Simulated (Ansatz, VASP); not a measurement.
Two plane-wave programs on BN

INCAR

```
PREC = Accurate ; ENCUT = 520
EDIFF = 1E-7 ; ISMEAR = 0
SIGMA = 0.05 ; LREAL = False
LASPH = True ; NELM = 60
ALGO = Normal ; ISIF = 2
LWAVE = False ; LCHARG = False
GGA = PE ; NBANDS = 16
```

KPOINTS

```
regular mesh
0
Gamma
  12 12 4
```

Contents of POSCAR:

```
BN
1.0
    2.5978913932      0.0000000000      0.0000000000
   -1.2989456966      2.2498399428      0.0000000000
    0.0000000000      0.0000000000      6.6612000000
B N
2 2
Direct
    0.3333333333      0.6666666667      0.2500000000
    0.6666666667      0.3333333333      0.7500000000
    0.3333333333      0.6666666667      0.7500000000
    0.6666666667      0.3333333333      0.2500000000
```

Input for Ansatz:

```yaml
crystal:
  lattice:
    - [2.5978913932, 0.0, 0.0]
    - [-1.2989456966, 2.2498399428, 0.0]
    - [0.0, 0.0, 6.6612]
  atoms:
    - { symbol: B, position: [0.3333333333, 0.6666666667, 0.25] }
    - { symbol: B, position: [0.6666666667, 0.3333333333, 0.75] }
    - { symbol: "N", position: [0.3333333333, 0.6666666667, 0.75] }
    - { symbol: "N", position: [0.6666666667, 0.3333333333, 0.25] }
basis:
  ecutwfc: 420
kpoints:
  mp_grid: { grid: [12, 12, 4] }
hamiltonian:
  xc: pbe
scf:
  occupations: { method: gaussian, width: 0.05 }
output:
  forces: true
  stress: true
  eigenvalues: true
  write_density: true
  write_potential: true
  elf: true
  volumetric_format: npy
```

Change from the starting cell: strain +0.0375 x Voigt [1, 1, 0, 0, 0, 0], atoms carried along.

Alike in both runs: task single point; functional PBE; k mesh 12 × 12 × 4; occupations gaussian, width 0.05 eV; no spin polarisation.

|  | VASP | Ansatz |
| --- | --- | --- |
| version | VASP 6.6.1 | Ansatz 0.2.0 |
| potentials or method | VASP PAW PBE potentials, release 64 (B, N), cutoff 520 eV | scalar-relativistic, plane waves, PAW |
| valence electrons in the cell | 16 | 16 |

|  | VASP | Ansatz | Ansatz less VASP |
| --- | --- | --- | --- |
| gap on the k mesh at the Fermi level (eV) | 4.07 | 4.08 | +0.006 |
| least direct gap on the mesh (eV) | 4.36 | 4.36 | +0.002 |
| pressure (GPa) | -19.5 | -19.5 | -0.04 |
| traceless stress, the component that is largest in VASP (GPa) | 21.91 | 22.07 | +0.161 |

With one functional, cell and mesh, what is left measures potentials, basis and numerics.
